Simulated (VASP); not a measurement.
Here is a VASP 6.6.1 calculation.

Contents of INCAR:

```
SYSTEM = CoW3
  PREC = Accurate
  ENCUT = 520
  EDIFF = 1E-6
  ISMEAR = 0
  SIGMA = 0.15
  LREAL = .FALSE.
  LASPH = .TRUE.
  NELM = 80
  ALGO = Fast
  ISIF = 2
  LWAVE = .FALSE.
  LCHARG = .FALSE.
  GGA = PS
  NBANDS = 34
```

File KPOINTS:

```
regular mesh
0
G
  12 12 12
  0 0 0
```

POSCAR

```
CoW3
1.0
    3.7617888524      0.0000000000      0.0000000000
    0.0000000000      3.7617888524      0.0000000000
    0.0000000000      0.0000000000      3.9547011012
Co W
1 3
Direct
    0.0000000000      0.0000000000      0.0000000000
    0.0000000000      0.5000000000      0.5000000000
    0.5000000000      0.0000000000      0.5000000000
    0.5000000000      0.5000000000      0.0000000000
```

Potentials or basis: VASP PAW PBE potentials, release 64 (Co, W_sv).

Command:

```bash
$ cat potpaw_PBE.64/Co/POTCAR potpaw_PBE.64/W_sv/POTCAR > POTCAR
$ mpirun -np 1 vasp_std > vasp.out
```

Q: Estimate the pressure.

A: 9.0 GPa.

Q: Predict the band gap on the k mesh.

A: Zero (an odd number of electrons rules out a gap without spin polarisation).

Stress tensor (GPa, compression positive):
```
9.99 0.00 0.00
0.00 9.99 0.00
0.00 0.00 7.14
```

Caveat: the cell differs from its parent crystal (strain -0.025 along x and y, +0.025 along z); the cell stands under pressure; the PAW data sets were made with another functional, which shifts forces and pressure a little; spin-orbit coupling is left out, which moves the levels of the heavy elements; the run has no spin polarisation, though such a crystal can be magnetic. Spin polarisation is off, so any magnetic state and its effect on volume and gap are missing.
